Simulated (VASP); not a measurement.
# KF (Fm-3m) in VASP: single point with LDA

Aim: the single point of KF with LDA.

Everything below comes from runs of VASP 6.6.1. Logs are shortened: lines on timing, memory, paths and dates and some standing lists are left out, and cuts for length are marked.

### 1 The cell of the first run

It takes space group Fm-3m (No. 225, cubic). The conventional cell has a = 5.344 Å, b = 5.344 Å, c = 5.344 Å, α = 90.00°, β = 90.00°, γ = 90.00°. Within 3.5 Å of K (site symmetry m-3m) lie 6 F at 2.67 Å. F (site symmetry m-3m) has 6 K at 2.67 Å within 3.5 Å.

### 2 Single point, LDA

Contents of INCAR:

```
SYSTEM = KF
PREC = Accurate ; ENCUT = 600
EDIFF = 1E-6 ; ISMEAR = 0
SIGMA = 0.01 ; LREAL = .FALSE.
LASPH = .TRUE. ; NELM = 120
ALGO = Normal ; ISIF = 2
LWAVE = .FALSE. ; LCHARG = .FALSE.
GGA = CA ; NBANDS = 15
GGA_COMPAT = .FALSE.
```

Contents of KPOINTS:

```
regular mesh
0
G
  7 7 7
  0 0 0
```

Contents of POSCAR:

```
KF
1.0
    0.0000000000      2.6718500000      2.6718500000
    2.6718500000      0.0000000000      2.6718500000
    2.6718500000      2.6718500000      0.0000000000
K F
1 1
Direct
    0.0000000000      0.0000000000      0.0000000000
    0.5000000000      0.5000000000      0.5000000000
```

Potentials or basis: VASP PAW LDA potentials, release 64 (K_sv, F).

Launch:

```
$ cat potpaw_LDA.64/K_sv/POTCAR potpaw_LDA.64/F/POTCAR > POTCAR
$ mpirun -np 1 vasp_std > vasp.out
```

OUTCAR:

```text
SYSTEM = KF
   PREC = Accurate
   ENCUT = 600
   EDIFF = 1E-6
   ISMEAR = 0
   LREAL = .FALSE.
   LASPH = .TRUE.
   NELM = 120
   ISIF = 2
   GGA = CA

 ion  position               nearest neighbor table
   1  0.000  0.000  0.000-   2 2.67   2 2.67   2 2.67   2 2.67   2 2.67   2 2.67
   2  0.500  0.500  0.500-   1 2.67   1 2.67   1 2.67   1 2.67   1 2.67   1 2.67

  LATTYP: Found a face centered cubic cell.
 ALAT       =     5.3437000000

  Lattice vectors:

 A1 = (   0.0000000000,   2.6718500000,   2.6718500000)
 A2 = (   2.6718500000,   0.0000000000,   2.6718500000)
 A3 = (   2.6718500000,   2.6718500000,   0.0000000000)

Analysis of symmetry for initial positions (statically):
=====================================================================
 Subroutine PRICEL returns:
 Original cell was already a primitive cell.

 Routine SETGRP: Setting up the symmetry group for a
 face centered cubic supercell.

 Subroutine GETGRP returns: Found 48 space group operations
 (whereof 48 operations were pure point group operations)
 out of a pool of 48 trial point group operations.

The static configuration has the point symmetry O_h .

Analysis of symmetry for dynamics (positions and initial velocities):
=====================================================================
 Subroutine PRICEL returns:
 Original cell was already a primitive cell.

 Routine SETGRP: Setting up the symmetry group for a
 face centered cubic supercell.

 Subroutine GETGRP returns: Found 48 space group operations
 (whereof 48 operations were pure point group operations)
 out of a pool of 48 trial point group operations.

The dynamic configuration has the point symmetry O_h .

 Subroutine INISYM returns: Found 48 space group operations
 (whereof 48 operations are pure point group operations),
 and found     1 'primitive' translations

----------------------------------------------------------------------------------------

                                     Primitive cell

  volume of cell :      38.1475

  direct lattice vectors                    reciprocal lattice vectors
     0.000000000  2.671850000  2.671850000    -0.187136254  0.187136254  0.187136254
     2.671850000  0.000000000  2.671850000     0.187136254 -0.187136254  0.187136254
     2.671850000  2.671850000  0.000000000     0.187136254  0.187136254 -0.187136254

  length of vectors
     3.778566507  3.778566507  3.778566507     0.324129500  0.324129500  0.324129500

  position of ions in fractional coordinates (direct lattice)
     0.000000000  0.000000000  0.000000000
     0.500000000  0.500000000  0.500000000

  ion indices of the primitive-cell ions
   primitive index   ion index
                 1           1
                 2           2

----------------------------------------------------------------------------------------

 KPOINTS: regular mesh

Automatic generation of k-mesh.
 Grid dimensions read from file:
 generate k-points for:    7    7    7

 Generating k-lattice:

  Cartesian coordinates                     Fractional coordinates (reciprocal lattice)
    -0.026733751  0.026733751  0.026733751     0.142857143  0.000000000  0.000000000
     0.026733751 -0.026733751  0.026733751     0.000000000  0.142857143  0.000000000
     0.026733751  0.026733751 -0.026733751     0.000000000  0.000000000  0.142857143

  Length of vectors
     0.046304214  0.046304214  0.046304214

  Shift w.r.t. Gamma in fractional coordinates (k-lattice)
     0.000000000  0.000000000  0.000000000

 Subroutine IBZKPT returns following result:
 ===========================================

 Found     20 irreducible k-points:

 Following reciprocal coordinates:
            Coordinates               Weight
  0.000000  0.000000  0.000000      1.000000
  0.142857  0.000000  0.000000      8.000000
  0.285714  0.000000  0.000000      8.000000
  0.428571  0.000000  0.000000      8.000000
  0.142857  0.142857  0.000000      6.000000
  0.285714  0.142857  0.000000     24.000000
[... 12 lines left out ...]
 -0.428571  0.428571  0.142857     24.000000
 -0.285714  0.428571  0.142857     24.000000
   k-points           NKPTS =     20   k-points in BZ     NKDIM =     20   number of bands    NBANDS=     15
   number of dos      NEDOS =    301   number of ions     NIONS =      2
   total plane-waves  NPLWV =  27000
   dimension x,y,z NGX =    30 NGY =   30 NGZ =   30
   dimension x,y,z NGXF=    60 NGYF=   60 NGZF=   60
   ions per type =               1   1
   NGX,Y,Z   is equivalent  to a cutoff of  13.20, 13.20, 13.20 a.u.
   NGXF,Y,Z  is equivalent  to a cutoff of  26.40, 26.40, 26.40 a.u.
 SYSTEM =  KF
   PREC   = accura    normal or accurate (medium, high low for compatibility)
   ISTART =      0    job   : 0-new  1-cont  2-samecut
   ICHARG =      2    charge: 1-file 2-atom 10-const
   ISPIN  =      1    spin polarized calculation?
   LNONCOLLINEAR =      F non collinear calculations
   LSORBIT =      F    spin-orbit coupling
   LASPH  =      T    aspherical Exc in radial PAW
   ENCUT  =  600.0 eV  44.10 Ry    6.64 a.u.   7.55  7.55  7.55*2*pi/ulx,y,z
   NELM   =    120;   NELMIN=  2; NELMDL= -5     # of ELM steps
   EDIFF  = 0.1E-05   stopping-criterion for ELM
   LREAL  =      F    real-space projection
[... 7 lines left out ...]
   TEBEG  =    0.0;   TEEND  =   0.0 temperature during run
   PSTRESS=    0.0 pullay stress
   NELECT =      16.0000    total number of electrons
   NUPDOWN=      -1.0000    fix difference up-down
   EMIN   =  10.00;   EMAX   =-10.00  energy-range for DOS
   EFERMI =   0.00;   METHOD = LEGACY
   ISMEAR =     0;   SIGMA  =   0.01  broadening in eV -4-tet -1-fermi 0-gaus
   EFERMI_NEDOS =   21; number of points for ismear=-14 and -15
   IALGO  =     38    algorithm
   IMIX   =      4    mixing-type and parameters
     AMIX     =   0.40;   BMIX     =  1.00
     AMIX_MAG =   1.60;   BMIX_MAG =  1.00
  volume/ion in A,a.u.               =      19.07       128.72
  Fermi-wavevector in a.u.,A,eV,Ry     =   1.225442  2.315750 20.431978  1.501708
  Thomas-Fermi vector in A             =   2.360480
   LORBIT       =      0    0 simple, 1 ext, 2 COOP (PROOUT), +10 PAW based schemes
   GGA     = CA    functional components
   LHFCALC =     F    Hartree Fock is set to
   AEXX    =    0.0000 exact exchange contribution
   IVDW    =     0    specifies the selected vdW correction
   LEPSILON=     F    determine dielectric tensor
   LRPA    =     F    only Hartree local field effects (RPA)
 non-spin polarized calculation
 Gauss-broadening in eV      SIGMA  =   0.01
  energy-cutoff  :      600.00
  volume of cell :       38.15
 maximum number of plane-waves:      1299
 NGX is ok and might be reduce to    30
   NGX = 15   NGY = 15   NGZ = 15

 number of electron      15.9999997 magnetization

 Free energy of the ion-electron system (eV)
  ---------------------------------------------------
  ext. energy  EPLUGINS =         0.00000000
  ---------------------------------------------------
  free energy    TOTEN  =        -9.03606873 eV

  energy without entropy =       -9.03606873  energy(sigma->0) =       -9.03606873

 E-fermi :  -3.1838     XC(G=0):  -9.1219

 val. band max:       -3.2341619312   @ k =   0.0000   0.0000   0.0000
 cond. band min:       2.5594806124   @ k =   0.0000   0.0000   0.0000
 fundamental gap:      5.7936425437
 Fermi energy:        -3.1837674171

 k-point     1 :       0.0000    0.0000    0.0000
  band No.  band energies     occupation
      1     -28.8636      2.00000
      2     -21.4515      2.00000
      3     -12.3363      2.00000
      4     -12.3363      2.00000
      5     -12.3363      2.00000
      6      -3.2342      2.00000
      7      -3.2342      2.00000
      8      -3.2342      2.00000
      9       2.5595      0.00000
     10       7.2822      0.00000
     11       7.2822      0.00000
     12       7.2822      0.00000
     13       9.0151      0.00000
     14       9.0151      0.00000
     15      13.1428      0.00000

 k-point     2 :       0.1429    0.0000    0.0000
  band No.  band energies     occupation
      1     -28.8441      2.00000
      2     -21.4697      2.00000
      3     -12.3924      2.00000
      4     -12.3438      2.00000
      5     -12.3438      2.00000
      6      -3.4272      2.00000
      7      -3.3055      2.00000
      8      -3.3055      2.00000
      9       3.1285      0.00000
     10       6.9327      0.00000
     11       7.5617      0.00000
     12       7.5617      0.00000
     13       9.2080      0.00000
     14       9.2080      0.00000
     15      14.1603      0.00000

 k-point     3 :       0.2857    0.0000    0.0000
  band No.  band energies     occupation
      1     -28.8000      2.00000
      2     -21.5110      2.00000
      3     -12.5168      2.00000
      4     -12.3603      2.00000
      5     -12.3603      2.00000
      6      -3.7937      2.00000
      7      -3.4611      2.00000
      8      -3.4611      2.00000
      9       4.4512      0.00000
     10       6.5540      0.00000
     11       8.2055      0.00000
     12       8.2055      0.00000
     13       9.8217      0.00000
     14       9.8217      0.00000
     15      14.9700      0.00000

 k-point     4 :       0.4286    0.0000    0.0000
  band No.  band energies     occupation
      1     -28.7641      2.00000
      2     -21.5447      2.00000
      3     -12.6149      2.00000
      4     -12.3733      2.00000
      5     -12.3733      2.00000
      6      -4.0445      2.00000
      7      -3.5817      2.00000
      8      -3.5817      2.00000
      9       5.4470      0.00000
     10       6.8294      0.00000
     11       8.6731      0.00000
     12       8.6731      0.00000
     13      10.8302      0.00000
     14      10.8302      0.00000
     15      13.1554      0.00000
[... 235 lines left out ...]
 k-point    18 :      -0.4286    0.2857    0.1429
  band No.  band energies     occupation
      1     -28.7467      2.00000
      2     -21.5165      2.00000
      3     -12.6814      2.00000
      4     -12.6063      2.00000
      5     -12.4170      2.00000
      6      -3.7914      2.00000
      7      -3.5339      2.00000
      8      -3.4276      2.00000
      9       5.8879      0.00000
     10       6.3092      0.00000
     11       8.2271      0.00000
     12       9.5647      0.00000
     13      10.4544      0.00000
     14      11.5870      0.00000
     15      12.0758      0.00000

 k-point    19 :      -0.4286    0.4286    0.1429
  band No.  band energies     occupation
      1     -28.7388      2.00000
      2     -21.4913      2.00000
      3     -12.8284      2.00000
      4     -12.6257      2.00000
      5     -12.4739      2.00000
      6      -3.5619      2.00000
      7      -3.4605      2.00000
      8      -3.3412      2.00000
      9       5.3030      0.00000
     10       6.7183      0.00000
     11       7.8984      0.00000
     12      10.2011      0.00000
     13      10.6793      0.00000
     14      11.5327      0.00000
     15      11.9931      0.00000

 k-point    20 :      -0.2857    0.4286    0.1429
  band No.  band energies     occupation
      1     -28.7350      2.00000
      2     -21.5009      2.00000
      3     -12.7842      2.00000
      4     -12.6837      2.00000
      5     -12.4364      2.00000
      6      -3.6709      2.00000
      7      -3.4313      2.00000
      8      -3.4150      2.00000
      9       5.8714      0.00000
     10       6.5885      0.00000
     11       7.8621      0.00000
     12      10.1241      0.00000
     13      10.6386      0.00000
     14      11.2846      0.00000
     15      12.8009      0.00000

------------------------ aborting loop because EDIFF is reached ----------------------------------------

  FORCE on cell =-STRESS in cart. coord.  units (eV):
  Direction    XX          YY          ZZ          XY          YZ          ZX
  --------------------------------------------------------------------------------------
  -------------------------------------------------------------------------------------
  Total       -0.8200191     -0.8200191     -0.8200191      0.0000000      0.0000000      0.0000000
  in kB      -34.4404098    -34.4404098    -34.4404098      0.0000000      0.0000000      0.0000000
  external PRESSURE =     -34.4404098 kB  Pullay stress =       0.0000000 kB

 VOLUME and BASIS-vectors are now :
 -----------------------------------------------------------------------------
  energy-cutoff  :      600.00
  volume of cell :       38.15
      direct lattice vectors                 reciprocal lattice vectors
     0.000000000  2.671850000  2.671850000    -0.187136254  0.187136254  0.187136254
     2.671850000  0.000000000  2.671850000     0.187136254 -0.187136254  0.187136254
     2.671850000  2.671850000  0.000000000     0.187136254  0.187136254 -0.187136254

 POSITION                                       TOTAL-FORCE (eV/Angst)
 -----------------------------------------------------------------------------------
      0.00000      0.00000      0.00000         0.000000      0.000000      0.000000
      2.67185      2.67185      2.67185         0.000000      0.000000      0.000000
 -----------------------------------------------------------------------------------
    total drift:                                0.000000      0.000000      0.000000

  FREE ENERGIE OF THE ION-ELECTRON SYSTEM (eV)
  ---------------------------------------------------
  free  energy   TOTEN  =        -9.0360687299 eV

  energy  without entropy=       -9.0360687299  energy(sigma->0) =       -9.03606873
```

Run time: 25 s. Hardware: 1 thread of Intel Xeon 8259CL, shared host; peak memory 0.15 GiB.

What came out:

| Property | Result |
| --- | --- |
| Free energy | -9.0361 eV |
| Pressure | -3.4 GPa |
| Band gap on the k mesh | 5.79 eV |

Caveat: the cell stands under tension.
